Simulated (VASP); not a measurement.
# RbBr2 in VASP: a series of runs, part 2 of 2

VASP 6.6.1. The steps go on from the part before.

## (3) Relaxation of cell and atoms, PBE

This run uses another cell than the first one, of 32.74 Å³/atom.

Input file INCAR:

```
ALGO = Normal ; EDIFF = 1E-7
EDIFFG = -0.04 ; ENCUT = 600
GGA = PE ; IBRION = 2
ISIF = 3 ; ISMEAR = 0
LASPH = True ; LCHARG = False
LREAL = False ; LWAVE = False
NELM = 60 ; NSW = 90
PREC = Accurate ; SIGMA = 0.1
```

Input file KPOINTS:

```
k-points
0
Gamma
  4 4 4
```

Input file POSCAR:

```
RbBr2
1.0
    0.0000000000      3.6621742478      3.6621742478
    3.6621742478      0.0000000000      3.6621742478
    3.6621742478      3.6621742478      0.0000000000
Rb Br
1 2
Direct
    0.0000000000      0.0000000000      0.0000000000
    0.2500000000      0.2500000000      0.2500000000
    0.7500000000      0.7500000000      0.7500000000
```

Potentials or basis: VASP PAW PBE potentials, release 64 (Rb_sv, Br).

Launch:

```sh
$ cat potpaw_PBE.64/Rb_sv/POTCAR potpaw_PBE.64/Br/POTCAR > POTCAR
$ mpirun -np 1 vasp_std > vasp.out
```

OUTCAR:

```text
EDIFF = 1E-7
   EDIFFG = -0.04
   ENCUT = 600
   GGA = PE
   IBRION = 2
   ISIF = 3
   ISMEAR = 0
   LASPH = True
   LREAL = False
   NELM = 60
   NSW = 90
   PREC = Accurate

 ion  position               nearest neighbor table
   1  0.000  0.000  0.000-   3 3.17   3 3.17   3 3.17   2 3.17   3 3.17   2 3.17   2 3.17   2 3.17

   2  0.250  0.250  0.250-   1 3.17   1 3.17   1 3.17   1 3.17
   3  0.750  0.750  0.750-   1 3.17   1 3.17   1 3.17   1 3.17

  LATTYP: Found a face centered cubic cell.
 ALAT       =     7.3243484956

  Lattice vectors:

 A1 = (   0.0000000000,   3.6621742478,   3.6621742478)
 A2 = (   3.6621742478,   0.0000000000,   3.6621742478)
 A3 = (   3.6621742478,   3.6621742478,   0.0000000000)

Analysis of symmetry for initial positions (statically):
=====================================================================
 Subroutine PRICEL returns:
 Original cell was already a primitive cell.

 Routine SETGRP: Setting up the symmetry group for a
 face centered cubic supercell.

 Subroutine GETGRP returns: Found 48 space group operations
 (whereof 48 operations were pure point group operations)
 out of a pool of 48 trial point group operations.

The static configuration has the point symmetry O_h .

Analysis of symmetry for dynamics (positions and initial velocities):
=====================================================================
 Subroutine PRICEL returns:
 Original cell was already a primitive cell.

 Routine SETGRP: Setting up the symmetry group for a
 face centered cubic supercell.

 Subroutine GETGRP returns: Found 48 space group operations
 (whereof 48 operations were pure point group operations)
 out of a pool of 48 trial point group operations.

The dynamic configuration has the point symmetry O_h .

 Subroutine INISYM returns: Found 48 space group operations
 (whereof 48 operations are pure point group operations),
 and found     1 'primitive' translations

----------------------------------------------------------------------------------------

                                     Primitive cell
[... 93 lines left out ...]
   IALGO  =     38    algorithm
   IMIX   =      4    mixing-type and parameters
     AMIX     =   0.40;   BMIX     =  1.00
     AMIX_MAG =   1.60;   BMIX_MAG =  1.00
  volume/ion in A,a.u.               =      32.74       220.96
  Fermi-wavevector in a.u.,A,eV,Ry     =   1.009025  1.906780 13.852510  1.018131
  Thomas-Fermi vector in A             =   2.141928
   LORBIT       =      0    0 simple, 1 ext, 2 COOP (PROOUT), +10 PAW based schemes
   GGA     = PE    functional components
   LHFCALC =     F    Hartree Fock is set to
   AEXX    =    0.0000 exact exchange contribution
   IVDW    =     0    specifies the selected vdW correction
   LEPSILON=     F    determine dielectric tensor
   LRPA    =     F    only Hartree local field effects (RPA)
 conjugate gradient relaxation of ions
 non-spin polarized calculation
 Gauss-broadening in eV      SIGMA  =   0.10
  energy-cutoff  :      600.00
  volume of cell :       98.23
 maximum number of plane-waves:      3299
 NGX is ok and might be reduce to    42
   NGX = 21   NGY = 21   NGZ = 21

--------------------------------------- Ionic step        1  -------------------------------------------

 number of electron      22.9999997 magnetization

 Free energy of the ion-electron system (eV)
  ---------------------------------------------------
  ext. energy  EPLUGINS =         0.00000000
  ---------------------------------------------------
  free energy    TOTEN  =        -6.44567003 eV

  energy without entropy =       -6.41496139  energy(sigma->0) =       -6.43031571

------------------------ aborting loop because EDIFF is reached ----------------------------------------

  FORCE on cell =-STRESS in cart. coord.  units (eV):
  Direction    XX          YY          ZZ          XY          YZ          ZX
  --------------------------------------------------------------------------------------
  -------------------------------------------------------------------------------------
  Total        3.5572886      3.5572886      3.5572886     -0.0000000     -0.0000000      0.0000000
  in kB       58.0206613     58.0206613     58.0206613     -0.0000000     -0.0000000      0.0000000
  external PRESSURE =      58.0206613 kB  Pullay stress =       0.0000000 kB
[... 98 lines left out ...]
--------------------------------------- Ionic step        4  -------------------------------------------

 number of electron      22.9999995 magnetization

 Free energy of the ion-electron system (eV)
  ---------------------------------------------------
  ext. energy  EPLUGINS =         0.00000000
  ---------------------------------------------------
  free energy    TOTEN  =        -6.89810558 eV

  energy without entropy =       -6.85223272  energy(sigma->0) =       -6.87516915

 E-fermi :  -2.3103     XC(G=0):  -6.8914

 val. band max:       -2.3246568487   @ k =   0.2500   0.2500   0.0000
 cond. band min:      -2.2811630957   @ k =  -0.2500   0.2500   0.0000
 fundamental gap:      0.0434937530
 Fermi energy:        -2.3102644316

 k-point     1 :       0.0000    0.0000    0.0000
  band No.  band energies     occupation
      1     -26.5833      2.00000
      2     -15.0721      2.00000
      3     -14.7511      2.00000
      4     -10.7132      2.00000
      5     -10.7132      2.00000
      6     -10.7132      2.00000
      7      -3.3771      2.00000
      8      -3.3771      2.00000
      9      -3.3771      2.00000
     10      -2.3444      1.37105
     11      -2.3444      1.37105
     12      -2.3444      1.37105
     13       2.8392      0.00000
     14       5.2621      0.00000
[... 155 lines left out ...]
  FREE ENERGIE OF THE ION-ELECTRON SYSTEM (eV)
  ---------------------------------------------------
  free  energy   TOTEN  =        -6.8981055775 eV

  energy  without entropy=       -6.8522327205  energy(sigma->0) =       -6.87516915

 reached required accuracy - stopping structural energy minimisation
```

Run time: 72 s. Hardware: 1 thread of Intel Xeon Platinum 8488C (Sapphire Rapids), shared host; peak memory 0.26 GiB.

What came out:

```yaml
Free_energy: -6.8981 eV
Relaxed_volume: 43.59 Å³/atom
Relaxed_cell: a = 5.697 Å, b = 5.697 Å, c = 5.697 Å, α = 60.00°, β = 60.00°, γ = 60.00°
Space_group_after_relaxing_to_0.1_Å: Fm-3m (No. 225)
Energy_gained_by_relaxing: 150.8 meV/atom
Ionic_steps: 4
Pressure_after_relaxing: 0.1 GPa
Band_gap_on_the_k_mesh: zero (an odd number of electrons rules out a gap without spin polarisation)
```

The path:
| step | energy change (eV) | largest force (eV/Å) | pressure (GPa) | volume (Å³) |
| --- | --- | --- | --- | --- |
| 1 | 0.0000 | 0.0000 | 5.80 | 98.23 |
| 2 | -0.3812 | 0.0000 | 1.64 | 116.07 |
| 3 | -0.4435 | 0.0000 | 0.50 | 125.79 |
| 4 | -0.4524 | 0.0000 | 0.09 | 130.77 |

Final structure:
```
Rb Br
1.0
     0.00000    4.02860    4.02860
     4.02860    0.00000    4.02860
     4.02860    4.02860    0.00000
Rb Br
1 2
Direct
  0.00000 0.00000 0.00000
  0.25000 0.25000 0.25000
  0.75000 0.75000 0.75000
```

Caveat: the k points lie up to 0.34 Å⁻¹ apart in the final cell, too coarse for converged energies and pressures of a metal; the volume moved by over 15 % at a fixed basis, so the end points are rough; an odd number of electrons without spin polarisation forces a metal; a magnetic or distorted state may lie lower.

## (4) Single point, PBE

This run uses another cell than the first one, of 44.18 Å³/atom.

Input file INCAR:

```
PREC     = Accurate       # precision mode
ENCUT    = 520            # plane-wave cutoff, eV
EDIFF    = 1E-7           # SCF threshold, eV
ISMEAR   = 0              # smearing method
SIGMA    = 0.1            # smearing width, eV
LREAL    = F              # projectors in reciprocal space
LASPH    = T              # aspherical terms in the spheres
NELM     = 60             # most SCF steps
ALGO     = Normal         # electronic algorithm
ISIF     = 2              # what is computed and relaxed
LWAVE    = F              # write WAVECAR
LCHARG   = F              # write CHGCAR
GGA      = PE             # functional
NBANDS   = 18             # bands
```

Input file KPOINTS:

```
regular mesh
0
Gamma
  12 12 12
```

Input file POSCAR:

```
RbBr2
1.0
    2.8507918581      1.6459054467      4.7078578856
   -2.8507918581      1.6459054467      4.7078578856
    0.0000000000     -3.2918108933      4.7078578856
Rb Br
1 2
Direct
    0.0000000000      0.0000000000      0.0000000000
    0.7519562211      0.7519562211      0.7519562211
    0.2480437789      0.2480437789      0.2480437789
```

Potentials or basis: VASP PAW PBE potentials, release 64 (Rb_sv, Br).

Launch:

```sh
$ cat potpaw_PBE.64/Rb_sv/POTCAR potpaw_PBE.64/Br/POTCAR > POTCAR
$ mpirun -np 1 vasp_std > vasp.out
```

OUTCAR:

```text
PREC = Accurate
   ENCUT = 520
   EDIFF = 1E-7
   ISMEAR = 0
   LREAL = F
   LASPH = T
   NELM = 60
   ISIF = 2
   GGA = PE

 ion  position               nearest neighbor table
   1  0.000  0.000  0.000-   2 3.50   3 3.50   2 3.51   3 3.51   2 3.51   2 3.51   3 3.51   3 3.51

   2  0.752  0.752  0.752-   1 3.50   1 3.51   1 3.51   1 3.51
   3  0.248  0.248  0.248-   1 3.50   1 3.51   1 3.51   1 3.51

  LATTYP: Found a trigonal (rhomboedric) cell.
 ALAT       =     5.7445578445
 COS(alpha) =     0.5074528603

  Lattice vectors:

 A1 = (   2.8507918581,   1.6459054467,   4.7078578856)
 A2 = (  -2.8507918581,   1.6459054467,   4.7078578856)
 A3 = (   0.0000000000,  -3.2918108933,   4.7078578856)

Analysis of symmetry for initial positions (statically):
=====================================================================
 Subroutine PRICEL returns:
 Original cell was already a primitive cell.

 Routine SETGRP: Setting up the symmetry group for a
 trigonal (rhombohedral) supercell.

 Subroutine GETGRP returns: Found 12 space group operations
 (whereof 12 operations were pure point group operations)
 out of a pool of 12 trial point group operations.

The static configuration has the point symmetry D_3d.

Analysis of symmetry for dynamics (positions and initial velocities):
=====================================================================
 Subroutine PRICEL returns:
 Original cell was already a primitive cell.

 Routine SETGRP: Setting up the symmetry group for a
 trigonal (rhombohedral) supercell.

 Subroutine GETGRP returns: Found 12 space group operations
 (whereof 12 operations were pure point group operations)
 out of a pool of 12 trial point group operations.

The dynamic configuration has the point symmetry D_3d.

 Subroutine INISYM returns: Found 12 space group operations
 (whereof 12 operations are pure point group operations),
 and found     1 'primitive' translations

----------------------------------------------------------------------------------------

                                     Primitive cell

  volume of cell :     132.5394

  direct lattice vectors                    reciprocal lattice vectors
     2.850791858  1.645905447  4.707857886     0.175389865  0.101261386  0.070803610
    -2.850791858  1.645905447  4.707857886    -0.175389865  0.101261386  0.070803610
     0.000000000 -3.291810893  4.707857886     0.000000000 -0.202522772  0.070803610

  length of vectors
     5.744557844  5.744557844  5.744557844     0.214542826  0.214542826  0.214542826

  position of ions in fractional coordinates (direct lattice)
     0.000000000  0.000000000  0.000000000
     0.751956221  0.751956221  0.751956221
     0.248043779  0.248043779  0.248043779

  ion indices of the primitive-cell ions
   primitive index   ion index
                 1           1
                 2           2
                 3           3

----------------------------------------------------------------------------------------

 KPOINTS: regular mesh

Automatic generation of k-mesh.
 Grid dimensions read from file:
 generate k-points for:   12   12   12

 Generating k-lattice:

  Cartesian coordinates                     Fractional coordinates (reciprocal lattice)
     0.014615822  0.008438449  0.005900301     0.083333333  0.000000000  0.000000000
    -0.014615822  0.008438449  0.005900301     0.000000000  0.083333333  0.000000000
     0.000000000 -0.016876898  0.005900301     0.000000000  0.000000000  0.083333333

  Length of vectors
     0.017878569  0.017878569  0.017878569

  Shift w.r.t. Gamma in fractional coordinates (k-lattice)
     0.000000000  0.000000000  0.000000000

 Subroutine IBZKPT returns following result:
 ===========================================

 Found    189 irreducible k-points:

 Following reciprocal coordinates:
            Coordinates               Weight
  0.000000  0.000000  0.000000      1.000000
  0.083333 -0.000000  0.000000      6.000000
  0.166667  0.000000 -0.000000      6.000000
  0.250000  0.000000  0.000000      6.000000
  0.333333 -0.000000  0.000000      6.000000
  0.416667  0.000000  0.000000      6.000000
[... 16 lines left out ...]
  0.500000  0.166667  0.000000     12.000000
 -0.416667  0.166667  0.000000     12.000000
 [... further k-points ...]
   k-points           NKPTS =    189   k-points in BZ     NKDIM =    189   number of bands    NBANDS=     18
   number of dos      NEDOS =    301   number of ions     NIONS =      3
   total plane-waves  NPLWV = 110592
   dimension x,y,z NGX =    48 NGY =   48 NGZ =   48
   dimension x,y,z NGXF=    96 NGYF=   96 NGZF=   96
   ions per type =               1   2
   NGX,Y,Z   is equivalent  to a cutoff of  13.89, 13.89, 13.89 a.u.
   NGXF,Y,Z  is equivalent  to a cutoff of  27.78, 27.78, 27.78 a.u.
 SYSTEM =  unknown system
   PREC   = accura    normal or accurate (medium, high low for compatibility)
   ISTART =      0    job   : 0-new  1-cont  2-samecut
   ICHARG =      2    charge: 1-file 2-atom 10-const
   ISPIN  =      1    spin polarized calculation?
   LNONCOLLINEAR =      F non collinear calculations
   LSORBIT =      F    spin-orbit coupling
   LASPH  =      T    aspherical Exc in radial PAW
   ENCUT  =  520.0 eV  38.22 Ry    6.18 a.u.  10.68 10.68 10.68*2*pi/ulx,y,z
   NELM   =     60;   NELMIN=  2; NELMDL= -5     # of ELM steps
   EDIFF  = 0.1E-06   stopping-criterion for ELM
   LREAL  =      F    real-space projection
   EDIFFG = 0.1E-05   stopping-criterion for IOM
   NSW    =      0    number of steps for IOM
   IBRION =     -1    ionic relax: 0-MD 1-quasi-New 2-CG
   NFREE  =      0    steps in history (QN), initial steepest desc. (CG)
   ISIF   =      2    stress and relaxation
   ISYM   =      2    0-nonsym 1-usesym 2-fastsym
   POTIM  = 0.5000    time-step for ionic-motion
   TEBEG  =    0.0;   TEEND  =   0.0 temperature during run
   PSTRESS=    0.0 pullay stress
   NELECT =      23.0000    total number of electrons
   NUPDOWN=      -1.0000    fix difference up-down
   EMIN   =  10.00;   EMAX   =-10.00  energy-range for DOS
   EFERMI =   0.00;   METHOD = LEGACY
   ISMEAR =     0;   SIGMA  =   0.10  broadening in eV -4-tet -1-fermi 0-gaus
   EFERMI_NEDOS =   21; number of points for ismear=-14 and -15
   IALGO  =     38    algorithm
   IMIX   =      4    mixing-type and parameters
     AMIX     =   0.40;   BMIX     =  1.00
     AMIX_MAG =   1.60;   BMIX_MAG =  1.00
  volume/ion in A,a.u.               =      44.18       298.14
  Fermi-wavevector in a.u.,A,eV,Ry     =   0.913137  1.725578 11.344790  0.833819
  Thomas-Fermi vector in A             =   2.037613
   LORBIT       =      0    0 simple, 1 ext, 2 COOP (PROOUT), +10 PAW based schemes
   GGA     = PE    functional components
   LHFCALC =     F    Hartree Fock is set to
   AEXX    =    0.0000 exact exchange contribution
   IVDW    =     0    specifies the selected vdW correction
   LEPSILON=     F    determine dielectric tensor
   LRPA    =     F    only Hartree local field effects (RPA)
 non-spin polarized calculation
 Gauss-broadening in eV      SIGMA  =   0.10
  energy-cutoff  :      520.00
  volume of cell :      132.54
 maximum number of plane-waves:      3600
 NGX is ok and might be reduce to    48
   NGX = 21   NGY = 21   NGZ = 21

 number of electron      23.0000000 magnetization

 Free energy of the ion-electron system (eV)
  ---------------------------------------------------
  ext. energy  EPLUGINS =         0.00000000
  ---------------------------------------------------
  free energy    TOTEN  =        -6.89625478 eV

  energy without entropy =       -6.84244716  energy(sigma->0) =       -6.86935097

 E-fermi :  -2.3626     XC(G=0):  -6.8394

 val. band max:       -2.3660649408   @ k =  -0.2500   0.2500   0.0833
 cond. band min:      -2.3622698028   @ k =  -0.4167   0.4167   0.1667
 fundamental gap:      0.0037951380
 Fermi energy:        -2.3626286698

 k-point     1 :       0.0000    0.0000    0.0000
  band No.  band energies     occupation
      1     -26.6631      2.00000
      2     -15.1093      2.00000
      3     -14.8002      2.00000
      4     -10.7899      2.00000
      5     -10.7887      2.00000
      6     -10.7887      2.00000
[... 10 lines left out ...]
     17       6.4514      0.00000
     18       6.4514      0.00000
[... 466 lines left out ...]
      2     -14.9874      2.00000
      3     -14.9625      2.00000
      4     -10.8047      2.00000
      5     -10.7875      2.00000
      6     -10.7458      2.00000
[... 10 lines left out ...]
     17       6.4582      0.00000
     18       7.2591      0.00000

 [... further k-points ...]

------------------------ aborting loop because EDIFF is reached ----------------------------------------

  FORCE on cell =-STRESS in cart. coord.  units (eV):
  Direction    XX          YY          ZZ          XY          YZ          ZX
  --------------------------------------------------------------------------------------
  -------------------------------------------------------------------------------------
  Total        0.0000328      0.0000328     -0.0039791      0.0000000     -0.0000000      0.0000000
  in kB        0.0003964      0.0003964     -0.0481012      0.0000000     -0.0000000      0.0000000
  external PRESSURE =      -0.0157695 kB  Pullay stress =       0.0000000 kB

 VOLUME and BASIS-vectors are now :
 -----------------------------------------------------------------------------
  energy-cutoff  :      520.00
  volume of cell :      132.54
      direct lattice vectors                 reciprocal lattice vectors
     2.850791858  1.645905447  4.707857886     0.175389865  0.101261386  0.070803610
    -2.850791858  1.645905447  4.707857886    -0.175389865  0.101261386  0.070803610
     0.000000000 -3.291810893  4.707857886     0.000000000 -0.202522772  0.070803610

 POSITION                                       TOTAL-FORCE (eV/Angst)
 -----------------------------------------------------------------------------------
      0.00000      0.00000      0.00000         0.000000      0.000000      0.000000
      0.00000      0.00000     10.62031         0.000000     -0.000000     -0.005922
      0.00000      0.00000      3.50326         0.000000      0.000000      0.005922
 -----------------------------------------------------------------------------------
    total drift:                                0.000000      0.000000     -0.000000

  FREE ENERGIE OF THE ION-ELECTRON SYSTEM (eV)
  ---------------------------------------------------
  free  energy   TOTEN  =        -6.8962547824 eV

  energy  without entropy=       -6.8424471623  energy(sigma->0) =       -6.86935097
```

It took 6.3 min on 1 thread of Intel Xeon Platinum 8488C (Sapphire Rapids), shared host; peak memory 0.62 GiB.

What came out:

```
Free energy            : -6.8963 eV
Pressure               : 0.0 GPa
Largest force          : 0.006 eV/Å
Band gap on the k mesh : zero (an odd number of electrons rules out a gap without spin polarisation)
```

Forces in eV/Å, atoms in the order of the input:
```
Rb   0.000  0.000  0.000
Br   0.000  0.000 -0.006
Br   0.000  0.000  0.006
```

Levels at points of the mesh, in eV from the Fermi level:
```csv
k point,band 10,band 11,band 12,band 13,band 14,band 15
"(0.00, 0.00, 0.00)",-0.04,-0.04,-0.03,5.12,7.57,7.57
"(0.50, 0.00, 0.00)",-0.63,-0.48,-0.43,7.53,7.75,8.14
"(0.50, 0.50, 0.00)",-0.02,-0.02,0.15,6.60,7.76,7.92
"(0.50, 0.50, 0.50)",-0.62,-0.49,-0.49,7.48,7.72,8.18
```

Caveat: an odd number of electrons without spin polarisation forces a metal; a magnetic or distorted state may lie lower.

## (5) Summary

| task | cell | k mesh | cutoff (eV) | gap on the mesh (eV) | pressure (GPa) |
| --- | --- | --- | --- | --- | --- |
| single point | a = 5.713 Å, angles 60.0°, 3 atoms, atomic positions A | 4 × 4 × 4 | 520 | none | 0.0 |
| relaxation of cell and atoms | relaxed from a = 5.179 Å, angles 60.0°, 3 atoms, atomic positions A | 4 × 4 × 4 | 600 | none | 0.1 |
| single point | a = 5.745 Å, angles 59.5°, 3 atoms, atomic positions B | 12 × 12 × 12 | 520 | none | 0.0 |

Alike in all rows: level PBE; potentials or basis VASP PAW PBE potentials, release 64 (Rb_sv, Br); no spin polarisation; smearing gaussian 0.1 eV.

Caveats: some runs use coarse meshes; an odd number of electrons without spin polarisation forces a metal; a magnetic or distorted state may lie lower; the volume moved by over 15 % at a fixed basis, so the end points are rough (at least some runs).

Absolute energies hang on the potentials; compare differences alone.

The gap in the log of VASP goes by the Fermi energy; the results here count the filled bands.